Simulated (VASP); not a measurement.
Write the native input for VASP 6.6.1 that does the following.

- Task: relaxation of cell and atoms
- Functional: RPBE
- Potentials or basis: VASP PAW PBE potentials, release 64 (Hf_pv, In_d, Si, O)
- Cutoff: 600 eV
- k mesh: 4 × 4 × 2
- Occupations: fermi-dirac, width 0.05 eV
- Spin: no spin polarisation
- Dipole correction: no
- Further INCAR settings: ALGO = Normal; EDIFF = 1e-06; IBRION = 2; EDIFFG = -0.01; NSW = 60; ISIF = 3

The structure of HfIn4SiO6 lies in POSCAR:

```
HfIn4SiO6
1.0
    5.2774300000      0.0000000000      0.0000000000
   -2.6387200000      4.5703900000      0.0000000000
    0.0000000000      0.0000000000     10.5590500000
Hf In Si O
1 4 1 6
Direct
    0.6666700000      0.3333300000      0.0000000000
    0.0000000000      0.0000000000      0.3044600000
    0.0000000000      0.0000000000      0.6955400000
    0.3333300000      0.6666700000      0.7891900000
    0.3333300000      0.6666700000      0.2108100000
    0.0000000000      0.0000000000      0.0000000000
    0.9730000000      0.7049600000      0.8997200000
    0.2950400000      0.0270000000      0.1002800000
    0.2950400000      0.2680400000      0.8997200000
    0.7319600000      0.7049600000      0.1002800000
    0.7319600000      0.0270000000      0.8997200000
    0.9730000000      0.2680400000      0.1002800000
```

These files were run (other wordings do the same):

INCAR

```
ALGO     = Normal         # electronic algorithm
EDIFF    = 1E-6           # SCF threshold, eV
EDIFFG   = -0.01          # ionic threshold
ENCUT    = 600            # plane-wave cutoff, eV
GGA      = RP             # functional
IBRION   = 2              # ionic algorithm
ISIF     = 3              # what is computed and relaxed
ISMEAR   = -1             # smearing method
LASPH    = True           # aspherical terms in the spheres
LCHARG   = False          # write CHGCAR
LREAL    = False          # projectors in reciprocal space
LWAVE    = False          # write WAVECAR
NELM     = 60             # most SCF steps
NSW      = 60             # ionic steps
PREC     = Accurate       # precision mode
SIGMA    = 0.05           # smearing width, eV
```

KPOINTS

```
k-points
0
Gamma
  4 4 2
```

Potentials or basis: VASP PAW PBE potentials, release 64 (Hf_pv, In_d, Si, O).

Launch:

```bash
$ cat potpaw_PBE.64/Hf_pv/POTCAR potpaw_PBE.64/In_d/POTCAR potpaw_PBE.64/Si/POTCAR potpaw_PBE.64/O/POTCAR > POTCAR
$ mpirun -np 1 vasp_std > vasp.out
```

Results of the run:

```json
{
  "Relaxed volume": "22.73 Å³/atom",
  "Relaxed cell": "a = 5.318 Å, b = 5.318 Å, c = 11.135 Å, α = 90.00°, β = 90.00°, γ = 120.00°",
  "Space group after relaxing (to 0.1 Å)": "P312 (No. 149)",
  "Energy gained by relaxing": "3.8 meV/atom",
  "Ionic steps": "43",
  "Pressure after relaxing": "0.0 GPa",
  "Largest force after relaxing": "0.006 eV/Å",
  "Band gap on the k mesh": "0.63 eV (least direct gap 1.86 eV)"
}
```

Caveat: semilocal functionals underestimate gaps, and a narrow one can read as zero; the PAW data sets were made with another functional, which shifts forces and pressure a little; spin-orbit coupling is left out, which moves the levels of the heavy elements.

Wall time 2 h on 1 thread of Intel(R) Xeon(R) Platinum 8488C (Sapphire Rapids), with other jobs on the host, peak memory 0.57 GiB.
